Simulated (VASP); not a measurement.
Set up this calculation in VASP 6.6.1, as the native input.

```
Task                   : single point
Functional             : PBEsol
Potentials or basis    : VASP PAW PBE potentials, release 64 (Ni_sv_GW, O)
Cutoff                 : 700 eV
k mesh                 : 12 × 12 × 6
Occupations            : gaussian, width 0.05 eV
Spin                   : no spin polarisation
Dipole correction      : no
Further INCAR settings : ALGO = Normal; EDIFF = 1e-06; NBANDS = 22
```

The structure of NiO2 lies in POSCAR:

```
NiO2
1.0
    2.8419904474      0.0000000000      0.0000000000
   -1.4209952237      2.4612359247      0.0000000000
    0.0000000000      0.0000000000      4.7717019612
Ni O
1 2
Direct
    0.0000000000      0.0000000000      0.5000000000
    0.6666666667      0.3333333333      0.7002287663
    0.3333333333      0.6666666667      0.2997712337
```

This cell differs from its parent crystal: atoms shifted along a free coordinate, c/a of the conventional cell at fixed volume 1.6790.

One way to write it, as run:

INCAR

```
PREC = Accurate
ENCUT = 700
EDIFF = 1E-6
ISMEAR = 0
SIGMA = 0.05
LREAL = F
LASPH = T
NELM = 120
ALGO = Normal
ISIF = 2
LWAVE = F
LCHARG = T
GGA = PS
LELF = T
LVHAR = T
NBANDS = 22
GGA_COMPAT = F
```

KPOINTS

```
regular mesh
0
Gamma
  12 12 6
```

Potentials or basis: VASP PAW PBE potentials, release 64 (Ni_sv_GW, O).

Run with:

```sh
$ cat potpaw_PBE.64/Ni_sv_GW/POTCAR potpaw_PBE.64/O/POTCAR > POTCAR
$ mpirun -np 1 vasp_std > vasp.out
```

Results of the run:

```
Pressure               : -10.5 GPa
Largest force          : 0.813 eV/Å
Band gap on the k mesh : 0.90 eV (least direct gap 1.10 eV)
```

Caveat: the cell stands under tension; the PAW data sets were made with another functional, which shifts forces and pressure a little; the run has no spin polarisation, though such a crystal can be magnetic.

Wall time 2.8 min on 1 thread of Intel(R) Xeon(R) Platinum 8488C (Sapphire Rapids) (shared host), peak memory 0.27 GiB.
